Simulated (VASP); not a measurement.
# H (P2_12_12_1) in VASP: single point with r2SCAN

Aim: the single point of H with r2SCAN.

Everything below comes from runs of VASP 6.6.1. Logs are shortened: lines on timing, memory, paths and dates and some standing lists are left out, and cuts for length are marked.

## Step 1: The cell of the first run

It takes space group P2_12_12_1 (No. 19, orthorhombic). Conventional cell: a = 7.177 Å, b = 7.187 Å, c = 7.208 Å, α = 90.00°, β = 90.00°, γ = 90.00°. H (site symmetry 1) has 1 H at 0.74 Å within 1.0 Å. Within 1.0 Å of H (site symmetry 1) lie 1 H at 0.74 Å.

## Step 2: Single point, r2SCAN

POSCAR

```
H
1.0
    7.1772243400      0.0000000000      0.0000000000
    0.0000000000      7.1869279200      0.0000000000
    0.0000000000      0.0000000000      7.2081540300
H
8
Direct
    0.3655326100      0.7217362900      0.6472593300
    0.8655326100      0.7782637100      0.3527406700
    0.6344673900      0.2217362900      0.8527406700
    0.1344673900      0.2782637100      0.1472593300
    0.6445223500      0.1492589600      0.7802707100
    0.1445223500      0.3507410400      0.2197292900
    0.3554776500      0.6492589600      0.7197292900
    0.8554776500      0.8507410400      0.2802707100
```

INCAR.step1

```
SYSTEM = H
PREC     = Accurate       ! precision mode
ENCUT    = 520            ! plane-wave cutoff, eV
ISMEAR   = 0              ! smearing method
SIGMA    = 0.02           ! smearing width, eV
LREAL    = .False.        ! projectors in reciprocal space
LASPH    = .True.         ! aspherical terms in the spheres
NELM     = 100            ! most SCF steps
NBANDS   = 14             ! bands
GGA      = PE             ! functional
ALGO     = Normal         ! electronic algorithm
EDIFF    = 1E-4           ! SCF threshold, eV
LWAVE    = .True.         ! write WAVECAR
LCHARG   = .False.        ! write CHGCAR
```

INCAR.step2

```
SYSTEM = H
PREC     = Accurate       ! precision mode
ENCUT    = 520            ! plane-wave cutoff, eV
EDIFF    = 1E-6           ! SCF threshold, eV
ISMEAR   = 0              ! smearing method
SIGMA    = 0.02           ! smearing width, eV
LREAL    = .False.        ! projectors in reciprocal space
LASPH    = .True.         ! aspherical terms in the spheres
NELM     = 100            ! most SCF steps
ALGO     = Normal         ! electronic algorithm
ISIF     = 2              ! what is computed and relaxed
LWAVE    = .False.        ! write WAVECAR
LCHARG   = .False.        ! write CHGCAR
METAGGA  = R2SCAN         ! meta-GGA
LMIXTAU  = .True.       
NBANDS   = 14             ! bands
ISTART   = 1
```

KPOINTS

```
regular mesh
0
Gamma
  4 4 4
  0 0 0
```

Potentials or basis: VASP PAW PBE potentials, release 64 (H).

Started as:

```console
cat potpaw_PBE.64/H/POTCAR > POTCAR
cp INCAR.step1 INCAR
mpirun -np 1 vasp_std > vasp.out
cp INCAR.step2 INCAR
mpirun -np 1 vasp_std > vasp.out
```

OUTCAR:

```text
SYSTEM = H
   PREC = Accurate
   ENCUT = 520
   EDIFF = 1E-6
   ISMEAR = 0
   LREAL = .False.
   LASPH = .True.
   NELM = 100
   ISIF = 2
   METAGGA = R2SCAN
   ISTART = 1

 ion  position               nearest neighbor table
   1  0.366  0.722  0.647-   7 0.74
   2  0.866  0.778  0.353-   8 0.74
   3  0.634  0.222  0.853-   5 0.74
   4  0.134  0.278  0.147-   6 0.74
   5  0.645  0.149  0.780-   3 0.74
   6  0.145  0.351  0.220-   4 0.74
   7  0.355  0.649  0.720-   1 0.74
   8  0.855  0.851  0.280-   2 0.74

  LATTYP: Found a simple orthorhombic cell.
 ALAT       =     7.1772243400
 B/A-ratio  =     1.0013519962
 C/A-ratio  =     1.0043094222

  Lattice vectors:

 A1 = (   7.1772243400,   0.0000000000,   0.0000000000)
 A2 = (   0.0000000000,   7.1869279200,   0.0000000000)
 A3 = (   0.0000000000,   0.0000000000,   7.2081540300)

Analysis of symmetry for initial positions (statically):
=====================================================================
 Subroutine PRICEL returns:
 Original cell was already a primitive cell.

 Routine SETGRP: Setting up the symmetry group for a
 simple orthorhombic supercell.

 Subroutine GETGRP returns: Found  4 space group operations
 (whereof  1 operations were pure point group operations)
 out of a pool of  8 trial point group operations.

The static configuration has the point symmetry C_1 .
 The point group associated with its full space group is D_2 .

Analysis of symmetry for dynamics (positions and initial velocities):
=====================================================================
 Subroutine PRICEL returns:
 Original cell was already a primitive cell.

 Routine SETGRP: Setting up the symmetry group for a
 simple orthorhombic supercell.

 Subroutine GETGRP returns: Found  4 space group operations
 (whereof  1 operations were pure point group operations)
 out of a pool of  8 trial point group operations.

The dynamic configuration has the point symmetry C_1 .
 The point group associated with its full space group is D_2 .

 Subroutine INISYM returns: Found  4 space group operations
 (whereof  1 operations are pure point group operations),
 and found     1 'primitive' translations

[... 121 lines left out ...]
   ISMEAR =     0;   SIGMA  =   0.02  broadening in eV -4-tet -1-fermi 0-gaus
   EFERMI_NEDOS =   21; number of points for ismear=-14 and -15
   IALGO  =     38    algorithm
   IMIX   =      4    mixing-type and parameters
     AMIX     =   0.40;   BMIX     =  1.00
     AMIX_MAG =   1.60;   BMIX_MAG =  1.00
  volume/ion in A,a.u.               =      46.48       313.64
  Fermi-wavevector in a.u.,A,eV,Ry     =   0.455334  0.860457  2.820885  0.207329
  Thomas-Fermi vector in A             =   1.438862
   LORBIT       =      0    0 simple, 1 ext, 2 COOP (PROOUT), +10 PAW based schemes
   METAGGA = R2SCAN    functional components
   LHFCALC =     F    Hartree Fock is set to
   AEXX    =    0.0000 exact exchange contribution
   IVDW    =     0    specifies the selected vdW correction
   LEPSILON=     F    determine dielectric tensor
   LRPA    =     F    only Hartree local field effects (RPA)
 non-spin polarized calculation
 Gauss-broadening in eV      SIGMA  =   0.02
  energy-cutoff  :      520.00
  volume of cell :      371.81
 maximum number of plane-waves:     10060
 NGX is ok and might be reduce to    54
   NGX = 27   NGY = 27   NGZ = 27

 number of electron       7.9999998 magnetization

 Free energy of the ion-electron system (eV)
  ---------------------------------------------------
  ext. energy  EPLUGINS =         0.00000000
  ---------------------------------------------------
  free energy    TOTEN  =       -27.63102518 eV

  energy without entropy =      -27.63102518  energy(sigma->0) =      -27.63102518

 E-fermi : -10.3308     XC(G=0):  -1.4237

 val. band max:      -10.4371915274   @ k =   0.0000   0.0000   0.0000
 cond. band min:       0.9801253201   @ k =   0.5000   0.0000   0.5000
 fundamental gap:     11.4173168475
 Fermi energy:       -10.3308039434

 k-point     1 :       0.0000    0.0000    0.0000
  band No.  band energies     occupation
      1     -10.5813      2.00000
      2     -10.4907      2.00000
      3     -10.4505      2.00000
      4     -10.4372      2.00000
      5       1.2746      0.00000
      6       1.3325      0.00000
      7       1.4386      0.00000
      8       2.4108      0.00000
      9       2.7353      0.00000
     10       2.7492      0.00000
     11       2.8223      0.00000
     12       2.8720      0.00000
     13       4.1350      0.00000
     14       4.5837      0.00000
[... 377 lines left out ...]
      1     -10.5209      2.00000
      2     -10.5209      2.00000
      3     -10.4581      2.00000
      4     -10.4581      2.00000
      5       1.0259      0.00000
      6       1.0259      0.00000
      7       1.6765      0.00000
      8       1.6765      0.00000
      9       2.5657      0.00000
     10       2.5657      0.00000
     11       3.4053      0.00000
     12       3.4053      0.00000
     13       4.2411      0.00000
     14       4.2411      0.00000

 [... further k-points ...]

------------------------ aborting loop because EDIFF is reached ----------------------------------------

  FORCE on cell =-STRESS in cart. coord.  units (eV):
  Direction    XX          YY          ZZ          XY          YZ          ZX
  --------------------------------------------------------------------------------------
  -------------------------------------------------------------------------------------
  Total       -0.0985048     -0.0939695     -0.1109962      0.0000000      0.0000000      0.0000000
  in kB       -0.4244670     -0.4049243     -0.4782938      0.0000000      0.0000000      0.0000000
  external PRESSURE =      -0.4358950 kB  Pullay stress =       0.0000000 kB

 VOLUME and BASIS-vectors are now :
 -----------------------------------------------------------------------------
  energy-cutoff  :      520.00
  volume of cell :      371.81
      direct lattice vectors                 reciprocal lattice vectors
     7.177224340  0.000000000  0.000000000     0.139329628  0.000000000  0.000000000
     0.000000000  7.186927920  0.000000000     0.000000000  0.139141510  0.000000000
     0.000000000  0.000000000  7.208154030     0.000000000  0.000000000  0.138731775

 POSITION                                       TOTAL-FORCE (eV/Angst)
 -----------------------------------------------------------------------------------
      2.62351      5.18707      4.66554        -0.000758      0.003816     -0.004508
      6.21212      5.59333      2.54261        -0.000758     -0.003816      0.004508
      4.55371      1.59360      6.14669         0.000758      0.003816      0.004508
      0.96510      1.99986      1.06147         0.000758     -0.003816     -0.004508
      4.62588      1.07271      5.62431         0.001240     -0.003471     -0.003647
      1.03727      2.52075      1.58384         0.001240      0.003471      0.003647
      2.55134      4.66618      5.18792        -0.001240     -0.003471      0.003647
      6.13996      6.11421      2.02023        -0.001240      0.003471     -0.003647
 -----------------------------------------------------------------------------------
    total drift:                                0.000000      0.000000     -0.000000

  FREE ENERGIE OF THE ION-ELECTRON SYSTEM (eV)
  ---------------------------------------------------
  free  energy   TOTEN  =       -27.6310251766 eV

  energy  without entropy=      -27.6310251766  energy(sigma->0) =      -27.63102518
```

OUTCAR.step1:

```text
SYSTEM = H
   PREC = Accurate
   ENCUT = 520
   ISMEAR = 0
   LREAL = .False.
   LASPH = .True.
[... 657 lines left out ...]
      1.03727      2.52075      1.58384         0.029954      0.225679      0.224658
      2.55134      4.66618      5.18792        -0.029954     -0.225679      0.224658
      6.13996      6.11421      2.02023        -0.029954      0.225679     -0.224658
 -----------------------------------------------------------------------------------
    total drift:                                0.000000      0.000000     -0.000000

  FREE ENERGIE OF THE ION-ELECTRON SYSTEM (eV)
  ---------------------------------------------------
  free  energy   TOTEN  =       -27.1000032093 eV

  energy  without entropy=      -27.1000032093  energy(sigma->0) =      -27.10000321
```

OSZICAR.step1:

```text
N       E                     dE             d eps       ncg     rms          rms(c)
DAV:   1     0.410463084392E+01    0.41046E+01   -0.20983E+03   756   0.334E+02
DAV:   2    -0.274055211571E+02   -0.31510E+02   -0.31113E+02   918   0.784E+01
DAV:   3    -0.298734546134E+02   -0.24679E+01   -0.24656E+01  1020   0.233E+01
DAV:   4    -0.298944405294E+02   -0.20986E-01   -0.20985E-01   858   0.249E+00
DAV:   5    -0.298945957754E+02   -0.15525E-03   -0.15525E-03  1064   0.227E-01    0.908E+00
DAV:   6    -0.280635011931E+02    0.18311E+01   -0.81664E-01   884   0.317E+00    0.495E+00
DAV:   7    -0.270787155902E+02    0.98479E+00   -0.20034E+00   934   0.505E+00    0.637E-01
DAV:   8    -0.271070571847E+02   -0.28342E-01   -0.30018E-02   822   0.624E-01    0.498E-01
DAV:   9    -0.270982435961E+02    0.88136E-02   -0.19969E-02   924   0.469E-01    0.592E-02
DAV:  10    -0.270999145805E+02   -0.16710E-02   -0.30446E-04   780   0.130E-01    0.268E-02
DAV:  11    -0.271000032093E+02   -0.88629E-04   -0.65864E-05   918   0.413E-02
   1 F= -.27100003E+02 E0= -.27100003E+02  d E =-.251540E-16
```

It took 7.9 min on 1 thread of Oxide Virtual Turin-like, shared host; peak memory 0.41 GiB.

What came out:

- Free energy: -27.6310 eV
- Pressure: 0.0 GPa
- Largest force: 0.006 eV/Å
- Band gap on the k mesh: 11.42 eV (least direct gap 11.43 eV)

Forces on the atoms (eV/Å):
```
H   -0.001  0.004 -0.005
H   -0.001 -0.004  0.005
H    0.001  0.004  0.005
H    0.001 -0.004 -0.005
H    0.001 -0.003 -0.004
H    0.001  0.003  0.004
H   -0.001 -0.003  0.004
H   -0.001  0.003 -0.004
```

Caveat: the PAW data sets were made with another functional, which shifts forces and pressure a little. A k mesh can miss the band edges.
